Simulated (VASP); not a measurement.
Set up this calculation in VASP 6.6.1, as the native input.

* Task: single point
* Functional: PBE
* Potentials or basis: VASP PAW PBE potentials, release 64 (Mg_sv, O)
* Cutoff: 750 eV
* k mesh: 6 × 6 × 4
* Occupations: gaussian, width 0.1 eV
* Spin: no spin polarisation
* Dipole correction: no
* Mended: yes
* Further INCAR settings: ALGO = Normal; EDIFF = 1e-06; NBANDS = 33

The structure of MgO lies in POSCAR:

```
MgO
1.0
    2.8213732800      0.0000000000      0.0000000000
    0.0000000000      3.1846777400      0.0000000000
    0.0000000000      0.0000000000      7.3582453500
Mg O
3 3
Direct
    0.5000000000      0.5000000000      0.1780484600
    0.5000000000      0.5000000000      0.8219515400
    0.0000000000      0.0000000000      0.5000000000
    0.5000000000      0.0000000000      0.3219515400
    0.0000000000      0.5000000000      0.0000000000
    0.5000000000      0.0000000000      0.6780484600
```

The cell was built from a structure type or drawn by symmetry, and may not be a known phase.

One way to write it, as run:

INCAR

```
PREC = Accurate ; ENCUT = 750
EDIFF = 1E-6 ; ISMEAR = 0
SIGMA = 0.1 ; LREAL = False
LASPH = True ; NELM = 120
ALGO = Normal ; ISIF = 2
LWAVE = False ; LCHARG = False
GGA = PE ; NBANDS = 33
GGA_COMPAT = False
```

KPOINTS

```
Automatic mesh
0
Gamma
  6 6 4
```

Potentials or basis: VASP PAW PBE potentials, release 64 (Mg_sv, O).

Launch:

```bash
$ cat potpaw_PBE.64/Mg_sv/POTCAR potpaw_PBE.64/O/POTCAR > POTCAR
$ mpirun -np 1 vasp_std > vasp.out
```

It gave:

The pressure is 19.1 GPa and the largest force is 1.029 eV/Å. The band gap on the k mesh is 1.01 eV (least direct gap 1.47 eV).

Caveat: the cell stands under pressure; forces of over 1 eV/Å act on the atoms, so gaps and moduli don't describe the material at rest.

Wall time 3 min on 1 thread of Intel(R) Xeon(R) Platinum 8259CL CPU @ 2.50GHz (Skylake/Cascade Lake), with other jobs on the host, peak memory 0.3 GiB.
